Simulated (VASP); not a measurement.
A run of VASP 6.6.1 is set up as follows.

The input INCAR:

```
SYSTEM = Mo16F
  PREC = Accurate
  ENCUT = 520
  EDIFF = 1E-6
  ISMEAR = -1
  SIGMA = 0.1
  LREAL = Auto
  LASPH = .True.
  NELM = 60
  ALGO = Normal
  ISIF = 2
  LWAVE = .False.
  LCHARG = .False.
  GGA = PE
  NBANDS = 130
```

The input KPOINTS:

```
Automatic mesh
0
Gamma
  3 3 3
  0 0 0
```

POSCAR

```
Mo16F
1.0
    6.3000000000      0.0000000000      0.0000000000
    0.0000000000      6.3000000000      0.0000000000
    0.0000000000      0.0000000000      6.3000000000
Mo F
16 1
Direct
    0.0043422222      0.0026249206     -0.0040304762
    0.4959023810      0.0026258730     -0.0040304762
    0.0012365079      0.4984128571      0.0006095238
    0.0010685714     -0.0028458730      0.5027168254
    0.2501203175      0.2479885714      0.2487669841
    0.4990092063      0.4984141270      0.0006052381
    0.4991719048     -0.0028496825      0.5027174603
    0.7501222222      0.2393417460      0.2409550794
    0.0343361905      0.4897974603      0.5233134921
    0.2501217460      0.7530244444      0.2455144444
    0.2501188889      0.2416911111      0.7574634921
    0.4658934921      0.4897823810      0.5233087302
    0.7501222222      0.7914260317      0.2149234921
    0.7501215873      0.2464966667      0.7534073016
    0.2501215873      0.7513207937      0.7527565079
    0.7501209524      0.7515992063      0.7528631746
    0.7501138095      0.5333466667      0.3973406349
```

Potentials or basis: VASP PAW PBE potentials, release 64 (Mo_sv, F).

Run with:

```sh
$ cat potpaw_PBE.64/Mo_sv/POTCAR potpaw_PBE.64/F/POTCAR > POTCAR
$ mpirun -np 1 vasp_std > vasp.out
```

Problem. Predict the largest force.

Solution. 0.801 eV/Å.

Problem. What does it give for the pressure?

Solution. 16.2 GPa.

Stress tensor (GPa, compression positive):
```
17.93  0.00  0.00
 0.00 14.11 -2.39
 0.00 -2.39 16.42
```
